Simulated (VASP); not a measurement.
# Nb (P6_3/mmc) in VASP: single point with PBE

Aim: the single point of Nb with PBE.

Program: VASP 6.6.1. These are calculated values, not measurements. Logs are shortened: lines on timing, memory, paths and dates and some standing lists are left out, and cuts for length are marked.

**1. The cell of the first run**

It takes space group P6_3/mmc (No. 194, hexagonal). Conventional cell: a = 2.936 Å, b = 2.936 Å, c = 10.799 Å, α = 90.00°, β = 90.00°, γ = 120.00°. Within 3.9 Å of Nb (site symmetry -3m) lie 12 Nb at 2.94 to 3.19 Å. Nb (site symmetry -6m2) has 12 Nb at 2.94 to 3.19 Å within 3.9 Å.

This isn't the form of Nb at room conditions, which is bcc.

**2. Single point, PBE, collinear spin (20.15 Å³/atom)**

Contents of INCAR:

```
ALGO = Normal
EDIFF = 1E-6
ENCUT = 520
GGA = PE
ISIF = 2
ISMEAR = -1
ISPIN = 2
LASPH = True
LCHARG = False
LMAXMIX = 4
LORBIT = 11
LREAL = False
LWAVE = False
MAGMOM = 1 1 1 1
NBANDS = 38
NELM = 150
PREC = Accurate
SIGMA = 0.05
```

Contents of KPOINTS:

```
k-points
0
Gamma
  17 17 4
```

Contents of POSCAR:

```
Nb
1.0
    2.9358243020      0.0000000000      0.0000000000
   -1.4679121510      2.5424984266      0.0000000000
    0.0000000000      0.0000000000     10.7992553249
Nb
4
Direct
    0.0000000000      0.0000000000      0.0000000000
    0.0000000000      0.0000000000      0.5000000000
    0.3333333333      0.6666666667      0.2500000000
    0.6666666667      0.3333333333      0.7500000000
```

Potentials or basis: VASP PAW PBE potentials, release 64 (Nb_sv).

The run is started by

```console
$ cat potpaw_PBE.64/Nb_sv/POTCAR > POTCAR
$ mpirun -np 1 vasp_std > vasp.out
```

OUTCAR:

```text
EDIFF = 1E-6
   ENCUT = 520
   GGA = PE
   ISIF = 2
   ISMEAR = -1
   ISPIN = 2
   LASPH = True
   LORBIT = 11
   LREAL = False
   NELM = 150
   PREC = Accurate

 ion  position               nearest neighbor table
   1  0.000  0.000  0.000-
   2  0.000  0.000  0.500-
   3  0.333  0.667  0.250-
   4  0.667  0.333  0.750-

  LATTYP: Found a hexagonal cell.
 ALAT       =     2.9358243020
 C/A-ratio  =     3.6784406061

  Lattice vectors:

 A1 = (   2.9358243020,   0.0000000000,   0.0000000000)
 A2 = (  -1.4679121510,   2.5424984266,   0.0000000000)
 A3 = (   0.0000000000,   0.0000000000,  10.7992553249)

Analysis of symmetry for initial positions (statically):
=====================================================================
 Subroutine PRICEL returns:
 Original cell was already a primitive cell.

 Routine SETGRP: Setting up the symmetry group for a
 hexagonal supercell.

 Subroutine GETGRP returns: Found 24 space group operations
 (whereof 12 operations were pure point group operations)
 out of a pool of 24 trial point group operations.

The static configuration has the point symmetry D_3d.
 The point group associated with its full space group is D_6h.

Analysis of symmetry for dynamics (positions and initial velocities):
=====================================================================
 Subroutine PRICEL returns:
 Original cell was already a primitive cell.

 Routine SETGRP: Setting up the symmetry group for a
 hexagonal supercell.

 Subroutine GETGRP returns: Found 24 space group operations
 (whereof 12 operations were pure point group operations)
 out of a pool of 24 trial point group operations.

The dynamic configuration has the point symmetry D_3d.
 The point group associated with its full space group is D_6h.

Analysis of structural, dynamic, and magnetic symmetry:
=====================================================================
 Subroutine PRICEL returns:
 Original cell was already a primitive cell.

 Routine SETGRP: Setting up the symmetry group for a
 hexagonal supercell.

 Subroutine GETGRP returns: Found 24 space group operations
 (whereof 12 operations were pure point group operations)
 out of a pool of 24 trial point group operations.

The overall configuration has the point symmetry D_3d.
 The point group associated with its full space group is D_6h.

 Subroutine INISYM returns: Found 24 space group operations
 (whereof 12 operations are pure point group operations),
 and found     1 'primitive' translations

----------------------------------------------------------------------------------------

                                     Primitive cell

  volume of cell :      80.6092

  direct lattice vectors                    reciprocal lattice vectors
     2.935824302  0.000000000  0.000000000     0.340619839  0.196656956  0.000000000
    -1.467912151  2.542498427  0.000000000     0.000000000  0.393313911  0.000000000
     0.000000000  0.000000000 10.799255325     0.000000000  0.000000000  0.092598977

  length of vectors
     2.935824302  2.935824302 10.799255325     0.393313911  0.393313911  0.092598977

  position of ions in fractional coordinates (direct lattice)
     0.000000000  0.000000000  0.000000000
     0.000000000  0.000000000  0.500000000
     0.333333333  0.666666667  0.250000000
     0.666666667  0.333333333  0.750000000

  ion indices of the primitive-cell ions
   primitive index   ion index
                 1           1
                 2           2
                 3           3
                 4           4

----------------------------------------------------------------------------------------

 KPOINTS: k-points

Automatic generation of k-mesh.
 Grid dimensions read from file:
 generate k-points for:   17   17    4

 Generating k-lattice:

  Cartesian coordinates                     Fractional coordinates (reciprocal lattice)
     0.020036461  0.011568056  0.000000000     0.058823529  0.000000000  0.000000000
     0.000000000  0.023136112  0.000000000     0.000000000  0.058823529  0.000000000
     0.000000000  0.000000000  0.023149744     0.000000000  0.000000000  0.250000000

  Length of vectors
     0.023136112  0.023136112  0.023149744

  Shift w.r.t. Gamma in fractional coordinates (k-lattice)
     0.000000000  0.000000000  0.000000000

 Subroutine IBZKPT returns following result:
 ===========================================

 Found     99 irreducible k-points:

 Following reciprocal coordinates:
            Coordinates               Weight
  0.000000  0.000000  0.000000      1.000000
  0.058824  0.000000  0.000000      6.000000
  0.117647  0.000000  0.000000      6.000000
  0.176471  0.000000  0.000000      6.000000
  0.235294  0.000000  0.000000      6.000000
  0.294118  0.000000  0.000000      6.000000
[... 16 lines left out ...]
  0.411765  0.117647  0.000000     12.000000
  0.176471  0.176471  0.000000      6.000000
 [... further k-points ...]
   k-points           NKPTS =     99   k-points in BZ     NKDIM =     99   number of bands    NBANDS=     38
   number of dos      NEDOS =    301   number of ions     NIONS =      4
   total plane-waves  NPLWV =  46080
   dimension x,y,z NGX =    24 NGY =   24 NGZ =   80
   dimension x,y,z NGXF=    48 NGYF=   48 NGZF=  160
   ions per type =               4
   NGX,Y,Z   is equivalent  to a cutoff of  13.59, 13.59, 12.32 a.u.
   NGXF,Y,Z  is equivalent  to a cutoff of  27.18, 27.18, 24.63 a.u.
 SYSTEM =  unknown system
   PREC   = accura    normal or accurate (medium, high low for compatibility)
   ISTART =      0    job   : 0-new  1-cont  2-samecut
   ICHARG =      2    charge: 1-file 2-atom 10-const
   ISPIN  =      2    spin polarized calculation?
   LNONCOLLINEAR =      F non collinear calculations
   LSORBIT =      F    spin-orbit coupling
   LASPH  =      T    aspherical Exc in radial PAW
   ENCUT  =  520.0 eV  38.22 Ry    6.18 a.u.   5.46  5.46 20.08*2*pi/ulx,y,z
   NELM   =    150;   NELMIN=  2; NELMDL= -5     # of ELM steps
   EDIFF  = 0.1E-05   stopping-criterion for ELM
   LREAL  =      F    real-space projection
   EDIFFG = 0.1E-04   stopping-criterion for IOM
   NSW    =      0    number of steps for IOM
   IBRION =     -1    ionic relax: 0-MD 1-quasi-New 2-CG
   NFREE  =      0    steps in history (QN), initial steepest desc. (CG)
   ISIF   =      2    stress and relaxation
   ISYM   =      2    0-nonsym 1-usesym 2-fastsym
   POTIM  = 0.5000    time-step for ionic-motion
   TEBEG  =    0.0;   TEEND  =   0.0 temperature during run
   PSTRESS=    0.0 pullay stress
   NELECT =      52.0000    total number of electrons
   NUPDOWN=      -1.0000    fix difference up-down
   EMIN   =  10.00;   EMAX   =-10.00  energy-range for DOS
   EFERMI =   0.00;   METHOD = LEGACY
   ISMEAR =    -1;   SIGMA  =   0.05  broadening in eV -4-tet -1-fermi 0-gaus
   EFERMI_NEDOS =   21; number of points for ismear=-14 and -15
   IALGO  =     38    algorithm
   IMIX   =      4    mixing-type and parameters
     AMIX     =   0.40;   BMIX     =  1.00
     AMIX_MAG =   1.60;   BMIX_MAG =  1.00
  volume/ion in A,a.u.               =      20.15       135.99
  Fermi-wavevector in a.u.,A,eV,Ry     =   1.414537  2.673088 27.224114  2.000916
  Thomas-Fermi vector in A             =   2.536069
   LORBIT       =     11    0 simple, 1 ext, 2 COOP (PROOUT), +10 PAW based schemes
   GGA     = PE    functional components
   LHFCALC =     F    Hartree Fock is set to
   AEXX    =    0.0000 exact exchange contribution
   IVDW    =     0    specifies the selected vdW correction
   LEPSILON=     F    determine dielectric tensor
   LRPA    =     F    only Hartree local field effects (RPA)
 spin polarized calculation
  energy-cutoff  :      520.00
  volume of cell :       80.61
 maximum number of plane-waves:      2248
 NGX is ok and might be reduce to    24
   NGX = 11   NGY = 11   NGZ = 41

 number of electron      51.9999999 magnetization       0.0004626

 Free energy of the ion-electron system (eV)
  ---------------------------------------------------
  ext. energy  EPLUGINS =         0.00000000
  ---------------------------------------------------
  free energy    TOTEN  =       -39.52530228 eV

  energy without entropy =      -39.47645930  energy(sigma->0) =      -39.50088079

 E-fermi :   9.9839     XC(G=0): -11.9142

 val. band max:        9.9832480960   @ k =   0.0588   0.0000   0.0000
 cond. band min:       9.9861898011   @ k =   0.4118   0.1765   0.0000
 fundamental gap:      0.0029417051
 Fermi energy:         9.9838797549

 spin component 1

 k-point     1 :       0.0000    0.0000    0.0000
  band No.  band energies     occupation
      1     -44.8433      1.00000
      2     -44.8124      1.00000
      3     -44.7851      1.00000
      4     -44.7538      1.00000
      5     -21.1990      1.00000
      6     -20.8712      1.00000
[... 30 lines left out ...]
     37      13.3487      0.00000
     38      13.3487      0.00000
[... 941 lines left out ...]
     37      13.8621      0.00000
     38      14.0628      0.00000

 [... further k-points ...]

 spin component 2

 k-point     1 :       0.0000    0.0000    0.0000
  band No.  band energies     occupation
      1     -44.8433      1.00000
      2     -44.8124      1.00000
      3     -44.7850      1.00000
      4     -44.7537      1.00000
      5     -21.1990      1.00000
      6     -20.8712      1.00000
[... 30 lines left out ...]
     37      13.3487      0.00000
     38      13.3487      0.00000
[... 941 lines left out ...]
     37      13.8623      0.00000
     38      14.0551      0.00000

 [... further k-points ...]

------------------------ aborting loop because EDIFF is reached ----------------------------------------

  FORCE on cell =-STRESS in cart. coord.  units (eV):
  Direction    XX          YY          ZZ          XY          YZ          ZX
  --------------------------------------------------------------------------------------
  -------------------------------------------------------------------------------------
  Total       -5.5747726     -5.5747726     -5.2925671      0.0000000     -0.0000000      0.0000000
  in kB     -110.8034228   -110.8034228   -105.1943444      0.0000000     -0.0000000      0.0000000
  external PRESSURE =    -108.9337300 kB  Pullay stress =       0.0000000 kB

 VOLUME and BASIS-vectors are now :
 -----------------------------------------------------------------------------
  energy-cutoff  :      520.00
  volume of cell :       80.61
      direct lattice vectors                 reciprocal lattice vectors
     2.935824302  0.000000000  0.000000000     0.340619839  0.196656956  0.000000000
    -1.467912151  2.542498427  0.000000000     0.000000000  0.393313911  0.000000000
     0.000000000  0.000000000 10.799255325     0.000000000  0.000000000  0.092598977

 POSITION                                       TOTAL-FORCE (eV/Angst)
 -----------------------------------------------------------------------------------
      0.00000      0.00000      0.00000         0.000000      0.000000     -0.000000
      0.00000      0.00000      5.39963        -0.000000      0.000000     -0.000000
     -0.00000      1.69500      2.69981         0.000000     -0.000000      0.000000
      1.46791      0.84750      8.09944        -0.000000      0.000000      0.000000
 -----------------------------------------------------------------------------------
    total drift:                               -0.000000      0.000000     -0.000000

  FREE ENERGIE OF THE ION-ELECTRON SYSTEM (eV)
  ---------------------------------------------------
  free  energy   TOTEN  =       -39.5253022800 eV

  energy  without entropy=      -39.4764592996  energy(sigma->0) =      -39.50088079

 total charge

# of ion       s       p       d       tot
------------------------------------------
    1        2.212   5.990   2.384  10.586
    2        2.212   5.990   2.384  10.586
    3        2.211   5.983   2.401  10.595
    4        2.211   5.983   2.401  10.595
--------------------------------------------------
tot          8.845  23.947   9.569  42.361

 magnetization (x)

# of ion       s       p       d       tot
------------------------------------------
    1       -0.000   0.000  -0.000  -0.000
    2       -0.000   0.000  -0.000  -0.000
    3        0.000   0.000   0.000   0.000
    4        0.000   0.000   0.000   0.000
--------------------------------------------------
tot          0.000   0.000   0.000   0.000
```

Run time: 26 min. Hardware: 1 thread of Oxide Virtual Turin-like, shared host; peak memory 0.48 GiB.

What came out:

```yaml
Free_energy: -39.5253 eV
Pressure: -10.9 GPa
Band_gap_on_the_k_mesh: zero (filled and empty bands overlap)
Net_moment: 0.00 μB per cell
Valence_electrons_inside_the_program's_atomic_spheres: Nb 10.59, 10.60 (each value once)
```

Levels at points of the mesh, in eV from the Fermi level:
Spin up:
```tsv
k point	band 23	band 24	band 25	band 26	band 27	band 28	band 29	band 30
(0.00, 0.00, 0.00)	-0.86	0.23	0.32	0.32	0.41	0.41	0.57	0.57
(0.00, 0.00, 0.50)	-0.49	-0.49	0.38	0.38	0.38	0.38	0.60	0.60
```
Spin down:
```tsv
k point	band 24	band 25	band 26	band 27	band 28	band 29
(0.00, 0.00, 0.00)	0.23	0.32	0.32	0.41	0.41	0.57
(0.00, 0.00, 0.50)	-0.49	0.38	0.38	0.38	0.38	0.60
```

Caveat: the cell stands under tension.
